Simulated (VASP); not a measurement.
# MoS2 (P-3m1) in VASP: a series of runs

Runs on MoS2. Level: PBE+D3(BJ). Tasks: single point.

Program: VASP 6.6.1. These are calculated values, not measurements. Logs are shortened: lines on timing, memory, paths and dates and some standing lists are left out, and cuts for length are marked.

## (1) The cell of the first run

The typed cell holds 6 atoms: a = 3.149 Å, b = 3.149 Å, c = 11.007 Å, α = 90.00°, β = 90.00°, γ = 120.00°.

## (2) Single point, PBE+D3(BJ)

File INCAR:

```
SYSTEM = MoS2
ALGO = Normal
EDIFF = 1E-6
ENCUT = 520
GGA = PE
ISIF = 2
ISMEAR = 0
IVDW = 12
LASPH = .True.
LCHARG = .False.
LREAL = .False.
LWAVE = .False.
NBANDS = 35
NELM = 100
PREC = Accurate
SIGMA = 0.05
```

File KPOINTS:

```
k-points
0
Gamma
  12 12 4
  0 0 0
```

File POSCAR:

```
MoS2
1.0
    3.1493479319      0.0000000000      0.0000000000
   -1.5746739660      2.7274153144      0.0000000000
    0.0000000000      0.0000000000     11.0072000000
Mo S
2 4
Direct
    0.6666666667      0.3333333333      0.2501439769
    0.3333333333      0.6666666667      0.7498560231
    0.3333333333      0.6666666667      0.3795985159
    0.6666666667      0.3333333333      0.8793132861
    0.3333333333      0.6666666667      0.1206867139
    0.6666666667      0.3333333333      0.6204014841
```

Potentials or basis: VASP PAW PBE potentials, release 64 (Mo_sv, S).

On the command line:

```
cat potpaw_PBE.64/Mo_sv/POTCAR potpaw_PBE.64/S/POTCAR > POTCAR
mpirun -np 1 vasp_std > vasp.out
```

OUTCAR:

```text
SYSTEM = MoS2
   EDIFF = 1E-6
   ENCUT = 520
   GGA = PE
   ISIF = 2
   ISMEAR = 0
   IVDW = 12
   LASPH = .True.
   LREAL = .False.
   NELM = 100
   PREC = Accurate
 IVDW          = 12

 ion  position               nearest neighbor table
   1  0.667  0.333  0.250-   3 2.31   3 2.31   3 2.31   5 2.31   5 2.31   5 2.31
   2  0.333  0.667  0.750-   6 2.31   6 2.31   6 2.31   4 2.31   4 2.31   4 2.31
   3  0.333  0.667  0.380-   1 2.31   1 2.31   1 2.31
   4  0.667  0.333  0.879-   2 2.31   2 2.31   2 2.31
   5  0.333  0.667  0.121-   1 2.31   1 2.31   1 2.31
   6  0.667  0.333  0.620-   2 2.31   2 2.31   2 2.31

  LATTYP: Found a hexagonal cell.
 ALAT       =     3.1493479319
 C/A-ratio  =     3.4950727065

  Lattice vectors:

 A1 = (   3.1493479319,   0.0000000000,   0.0000000000)
 A2 = (  -1.5746739660,   2.7274153144,   0.0000000000)
 A3 = (   0.0000000000,   0.0000000000,  11.0072000000)

Analysis of symmetry for initial positions (statically):
=====================================================================
 Subroutine PRICEL returns:
 Original cell was already a primitive cell.

 Routine SETGRP: Setting up the symmetry group for a
 hexagonal supercell.

 Subroutine GETGRP returns: Found 12 space group operations
 (whereof 12 operations were pure point group operations)
 out of a pool of 24 trial point group operations.

The static configuration has the point symmetry D_3d.

Analysis of symmetry for dynamics (positions and initial velocities):
=====================================================================
 Subroutine PRICEL returns:
 Original cell was already a primitive cell.

 Routine SETGRP: Setting up the symmetry group for a
 hexagonal supercell.

 Subroutine GETGRP returns: Found 12 space group operations
 (whereof 12 operations were pure point group operations)
 out of a pool of 24 trial point group operations.

The dynamic configuration has the point symmetry D_3d.

 Subroutine INISYM returns: Found 12 space group operations
 (whereof 12 operations are pure point group operations),
 and found     1 'primitive' translations

----------------------------------------------------------------------------------------

                                     Primitive cell

  volume of cell :      94.5472

  direct lattice vectors                    reciprocal lattice vectors
     3.149347932  0.000000000  0.000000000     0.317526047  0.183323749  0.000000000
    -1.574673966  2.727415314  0.000000000     0.000000000  0.366647498  0.000000000
     0.000000000  0.000000000 11.007200000     0.000000000  0.000000000  0.090849626

  length of vectors
     3.149347932  3.149347932 11.007200000     0.366647498  0.366647498  0.090849626

  position of ions in fractional coordinates (direct lattice)
     0.666666667  0.333333333  0.250143977
     0.333333333  0.666666667  0.749856023
     0.333333333  0.666666667  0.379598516
     0.666666667  0.333333333  0.879313286
     0.333333333  0.666666667  0.120686714
     0.666666667  0.333333333  0.620401484

  ion indices of the primitive-cell ions
   primitive index   ion index
                 1           1
                 2           2
                 3           3
                 4           4
                 5           5
                 6           6

----------------------------------------------------------------------------------------

 KPOINTS: k-points

Automatic generation of k-mesh.
 Grid dimensions read from file:
 generate k-points for:   12   12    4

 Generating k-lattice:

  Cartesian coordinates                     Fractional coordinates (reciprocal lattice)
     0.026460504  0.015276979  0.000000000     0.083333333  0.000000000  0.000000000
     0.000000000  0.030553958  0.000000000     0.000000000  0.083333333  0.000000000
     0.000000000  0.000000000  0.022712406     0.000000000  0.000000000  0.250000000

  Length of vectors
     0.030553958  0.030553958  0.022712406

  Shift w.r.t. Gamma in fractional coordinates (k-lattice)
     0.000000000  0.000000000  0.000000000

 Subroutine IBZKPT returns following result:
 ===========================================

 Found     69 irreducible k-points:

 Following reciprocal coordinates:
            Coordinates               Weight
  0.000000  0.000000  0.000000      1.000000
  0.083333  0.000000  0.000000      6.000000
  0.166667  0.000000  0.000000      6.000000
  0.250000 -0.000000  0.000000      6.000000
  0.333333  0.000000  0.000000      6.000000
  0.416667  0.000000  0.000000      6.000000
[... 16 lines left out ...]
  0.166667  0.000000  0.250000      6.000000
  0.000000  0.166667  0.250000      6.000000
 [... further k-points ...]
   k-points           NKPTS =     69   k-points in BZ     NKDIM =     69   number of bands    NBANDS=     35
   number of dos      NEDOS =    301   number of ions     NIONS =      6
   total plane-waves  NPLWV =  48384
   dimension x,y,z NGX =    24 NGY =   24 NGZ =   84
   dimension x,y,z NGXF=    48 NGYF=   48 NGZF=  168
   ions per type =               2   4
   NGX,Y,Z   is equivalent  to a cutoff of  12.67, 12.67, 12.69 a.u.
   NGXF,Y,Z  is equivalent  to a cutoff of  25.34, 25.34, 25.37 a.u.
 SYSTEM =  MoS2
   PREC   = accura    normal or accurate (medium, high low for compatibility)
   ISTART =      0    job   : 0-new  1-cont  2-samecut
   ICHARG =      2    charge: 1-file 2-atom 10-const
   ISPIN  =      1    spin polarized calculation?
   LNONCOLLINEAR =      F non collinear calculations
   LSORBIT =      F    spin-orbit coupling
   LASPH  =      T    aspherical Exc in radial PAW
   ENCUT  =  520.0 eV  38.22 Ry    6.18 a.u.   5.86  5.86 20.47*2*pi/ulx,y,z
   NELM   =    100;   NELMIN=  2; NELMDL= -5     # of ELM steps
   EDIFF  = 0.1E-05   stopping-criterion for ELM
   LREAL  =      F    real-space projection
   EDIFFG = 0.1E-04   stopping-criterion for IOM
   NSW    =      0    number of steps for IOM
   IBRION =     -1    ionic relax: 0-MD 1-quasi-New 2-CG
   NFREE  =      0    steps in history (QN), initial steepest desc. (CG)
   ISIF   =      2    stress and relaxation
   ISYM   =      2    0-nonsym 1-usesym 2-fastsym
   POTIM  = 0.5000    time-step for ionic-motion
   TEBEG  =    0.0;   TEEND  =   0.0 temperature during run
   PSTRESS=    0.0 pullay stress
   NELECT =      52.0000    total number of electrons
   NUPDOWN=      -1.0000    fix difference up-down
   EMIN   =  10.00;   EMAX   =-10.00  energy-range for DOS
   EFERMI =   0.00;   METHOD = LEGACY
   ISMEAR =     0;   SIGMA  =   0.05  broadening in eV -4-tet -1-fermi 0-gaus
   EFERMI_NEDOS =   21; number of points for ismear=-14 and -15
   IALGO  =     38    algorithm
   IMIX   =      4    mixing-type and parameters
     AMIX     =   0.40;   BMIX     =  1.00
     AMIX_MAG =   1.60;   BMIX_MAG =  1.00
  volume/ion in A,a.u.               =      15.76       106.34
  Fermi-wavevector in a.u.,A,eV,Ry     =   1.341301  2.534692 24.478095  1.799089
  Thomas-Fermi vector in A             =   2.469546
   LORBIT       =      0    0 simple, 1 ext, 2 COOP (PROOUT), +10 PAW based schemes
   GGA     = PE    functional components
   LHFCALC =     F    Hartree Fock is set to
   AEXX    =    0.0000 exact exchange contribution
   IVDW    =    12    specifies the selected vdW correction
   LEPSILON=     F    determine dielectric tensor
   LRPA    =     F    only Hartree local field effects (RPA)
 non-spin polarized calculation
 Gauss-broadening in eV      SIGMA  =   0.05
  energy-cutoff  :      520.00
  volume of cell :       94.55
 maximum number of plane-waves:      2566
   NGX = 11   NGY = 11   NGZ = 41

 number of electron      52.0000001 magnetization

 Free energy of the ion-electron system (eV)
  ---------------------------------------------------
  ext. energy  EPLUGINS =         0.00000000
  ---------------------------------------------------
  free energy    TOTEN  =       -42.35604116 eV

  energy without entropy =      -42.35532895  energy(sigma->0) =      -42.35568506

 E-fermi :   9.7629     XC(G=0): -11.4959

 val. band max:        9.5675009525   @ k =   0.0833   0.0000   0.0000
 cond. band min:       9.7803902292   @ k =   0.3333   0.3333   0.0000
 fundamental gap:      0.2128892767
 Fermi energy:         9.7629437520

 k-point     1 :       0.0000    0.0000    0.0000
  band No.  band energies     occupation
      1     -52.2518      2.00000
      2     -52.2518      2.00000
      3     -26.4586      2.00000
      4     -26.4580      2.00000
      5     -26.2661      2.00000
      6     -26.2661      2.00000
[... 27 lines left out ...]
     34      12.2276      0.00000
     35      14.4926      0.00000

 k-point     2 :       0.0833    0.0000    0.0000
  band No.  band energies     occupation
      1     -52.2487      2.00000
      2     -52.2487      2.00000
      3     -26.4521      2.00000
      4     -26.4515      2.00000
      5     -26.2982      2.00000
      6     -26.2982      2.00000
[... 27 lines left out ...]
     34      12.1013      0.00000
     35      14.9798      0.00000

 k-point     3 :       0.1667    0.0000    0.0000
  band No.  band energies     occupation
      1     -52.2401      2.00000
      2     -52.2401      2.00000
      3     -26.4342      2.00000
      4     -26.4337      2.00000
      5     -26.3852      2.00000
      6     -26.3852      2.00000
[... 27 lines left out ...]
     34      12.2295      0.00000
     35      16.1667      0.00000
[... 723 lines left out ...]
 k-point    23 :       0.1667    0.0000    0.2500
  band No.  band energies     occupation
      1     -52.2401      2.00000
      2     -52.2401      2.00000
      3     -26.4341      2.00000
      4     -26.4338      2.00000
      5     -26.3852      2.00000
      6     -26.3852      2.00000
[... 27 lines left out ...]
     34      12.2165      0.00000
     35      16.1699      0.00000

 k-point    24 :       0.0000    0.1667    0.2500
  band No.  band energies     occupation
      1     -52.2401      2.00000
      2     -52.2401      2.00000
      3     -26.4341      2.00000
      4     -26.4338      2.00000
      5     -26.3852      2.00000
      6     -26.3852      2.00000
[... 27 lines left out ...]
     34      12.2165      0.00000
     35      16.1776      0.00000

 [... further k-points ...]

------------------------ aborting loop because EDIFF is reached ----------------------------------------

 Edisp (eV)   -2.89525

 E8    (eV) :    -1.1679

  FORCE on cell =-STRESS in cart. coord.  units (eV):
  Direction    XX          YY          ZZ          XY          YZ          ZX
  --------------------------------------------------------------------------------------
  -------------------------------------------------------------------------------------
  Total       7.23331     7.23331    19.84155    -0.00000    -0.00000    -0.00000
  in kB     122.57407   122.57407   336.23071    -0.00000    -0.00000    -0.00000
  external pressure =      193.79 kB  Pullay stress =        0.00 kB

 VOLUME and BASIS-vectors are now :
 -----------------------------------------------------------------------------
  energy-cutoff  :      520.00
  volume of cell :       94.55
      direct lattice vectors                 reciprocal lattice vectors
     3.149347932  0.000000000  0.000000000     0.317526047  0.183323749  0.000000000
    -1.574673966  2.727415314  0.000000000     0.000000000  0.366647498  0.000000000
     0.000000000  0.000000000 11.007200000     0.000000000  0.000000000  0.090849626

 POSITION                                       TOTAL-FORCE (eV/Angst)
 -----------------------------------------------------------------------------------
      1.57467      0.90914      2.75338        -0.000000      0.000000     -0.002335
     -0.00000      1.81828      8.25382         0.000000     -0.000000      0.002335
     -0.00000      1.81828      4.17832        -0.000000      0.000000      2.891025
      1.57467      0.90914      9.67878        -0.000000      0.000000      2.898754
     -0.00000      1.81828      1.32842        -0.000000     -0.000000     -2.898754
      1.57467      0.90914      6.82888         0.000000     -0.000000     -2.891025
 -----------------------------------------------------------------------------------
    total drift:                               -0.000000      0.000000      0.000000

  FREE ENERGIE OF THE ION-ELECTRON SYSTEM (eV)
  ---------------------------------------------------
  free  energy   TOTEN  =       -45.2512862131 eV

  energy  without entropy=      -45.2505739966  energy(sigma->0) =      -45.25093010
```

It took 4.2 min on 1 thread of Intel Xeon 8259CL, shared host; peak memory 0.33 GiB.

Results:

```yaml
Free_energy: -45.2513 eV
Pressure: 19.4 GPa
Largest_force: 2.899 eV/Å
Band_gap_on_the_k_mesh: zero (bands 26 and 27 overlap by 0.24 eV)
Dispersion_energy_per_atom: -0.483 eV
```

Forces on the atoms (eV/Å):
```
Mo   0.000  0.000 -0.002
Mo   0.000  0.000  0.002
S    0.000  0.000  2.891
S    0.000  0.000  2.899
S    0.000  0.000 -2.899
S    0.000  0.000 -2.891
```

Caveat: the cell stands under pressure; forces of over 1 eV/Å act on the atoms, so gaps and moduli don't describe the material at rest.

## (3) Single point, PBE+D3(BJ)

This run uses another cell than the first one, of 16.07 Å³/atom.

File INCAR:

```
PREC     = Accurate       # precision mode
ENCUT    = 520            # plane-wave cutoff, eV
EDIFF    = 1E-6           # SCF threshold, eV
ISMEAR   = 0              # smearing method
SIGMA    = 0.05           # smearing width, eV
LREAL    = False          # projectors in reciprocal space
LASPH    = True           # aspherical terms in the spheres
NELM     = 60             # most SCF steps
ALGO     = Normal         # electronic algorithm
ISIF     = 2              # what is computed and relaxed
LWAVE    = False          # write WAVECAR
LCHARG   = False          # write CHGCAR
GGA      = PE             # functional
IVDW     = 12             # dispersion correction
NBANDS   = 35             # bands
```

File KPOINTS:

```
Automatic mesh
0
Gamma
  12 12 4
```

POSCAR, as its differences from that of step 2:

```diff
@@ -2,4 +2,4 @@
 1.0
-    3.1493479319      0.0000000000      0.0000000000
-   -1.5746739660      2.7274153144      0.0000000000
+    3.1808000000      0.0000000000      0.0000000000
+   -1.5904000000      2.7546536043      0.0000000000
     0.0000000000      0.0000000000     11.0072000000
```

Potentials or basis: VASP PAW PBE potentials, release 64 (Mo_sv, S).

On the command line:

```
cat potpaw_PBE.64/Mo_sv/POTCAR potpaw_PBE.64/S/POTCAR > POTCAR
mpirun -np 1 vasp_std > vasp.out
```

OUTCAR:

```text
PREC = Accurate
   ENCUT = 520
   EDIFF = 1E-6
   ISMEAR = 0
   LREAL = False
   LASPH = True
   NELM = 60
   ISIF = 2
   GGA = PE
   IVDW = 12
 IVDW          = 12

 ion  position               nearest neighbor table
   1  0.667  0.333  0.250-   3 2.32   3 2.32   3 2.32   5 2.32   5 2.32   5 2.32
   2  0.333  0.667  0.750-   6 2.32   6 2.32   6 2.32   4 2.32   4 2.32   4 2.32
   3  0.333  0.667  0.380-   1 2.32   1 2.32   1 2.32
   4  0.667  0.333  0.879-   2 2.32   2 2.32   2 2.32
   5  0.333  0.667  0.121-   1 2.32   1 2.32   1 2.32
[... 1124 lines left out ...]
  -------------------------------------------------------------------------------------
  Total       4.61634     4.61634    18.10383    -0.00000     0.00000     0.00000
  in kB      76.68806    76.68806   300.74674    -0.00000     0.00000     0.00000
  external pressure =      151.37 kB  Pullay stress =        0.00 kB

 VOLUME and BASIS-vectors are now :
 -----------------------------------------------------------------------------
  energy-cutoff  :      520.00
  volume of cell :       96.45
      direct lattice vectors                 reciprocal lattice vectors
     3.180800000  0.000000000  0.000000000     0.314386318  0.181511025  0.000000000
    -1.590400000  2.754653604  0.000000000     0.000000000  0.363022051  0.000000000
     0.000000000  0.000000000 11.007200000     0.000000000  0.000000000  0.090849626

 POSITION                                       TOTAL-FORCE (eV/Angst)
 -----------------------------------------------------------------------------------
      1.59040      0.91822      2.75338         0.000000     -0.000000     -0.002428
     -0.00000      1.83644      8.25382        -0.000000      0.000000      0.002428
     -0.00000      1.83644      4.17832        -0.000000      0.000000      2.592396
      1.59040      0.91822      9.67878        -0.000000      0.000000      2.599983
     -0.00000      1.83644      1.32842         0.000000     -0.000000     -2.599983
      1.59040      0.91822      6.82888         0.000000     -0.000000     -2.592396
 -----------------------------------------------------------------------------------
    total drift:                               -0.000000      0.000000      0.000000

  FREE ENERGIE OF THE ION-ELECTRON SYSTEM (eV)
  ---------------------------------------------------
  free  energy   TOTEN  =       -45.3698055945 eV

  energy  without entropy=      -45.3691084953  energy(sigma->0) =      -45.36945704
```

Wall time 5 min (1 thread of Intel Xeon 8259CL, shared host); peak memory 0.34 GiB.

What came out:

```yaml
Free_energy: -45.3698 eV
Pressure: 15.1 GPa
Largest_force: 2.600 eV/Å
Band_gap_on_the_k_mesh: zero (bands 26 and 27 overlap by 0.32 eV)
Dispersion_energy_per_atom: -0.473 eV
```

Forces in eV/Å, atoms in the order of the input:
```
Mo   0.000  0.000 -0.002
Mo   0.000  0.000  0.002
S    0.000  0.000  2.592
S    0.000  0.000  2.600
S    0.000  0.000 -2.600
S    0.000  0.000 -2.592
```

Caveat: the cell stands under pressure; forces of over 1 eV/Å act on the atoms, so gaps and moduli don't describe the material at rest.
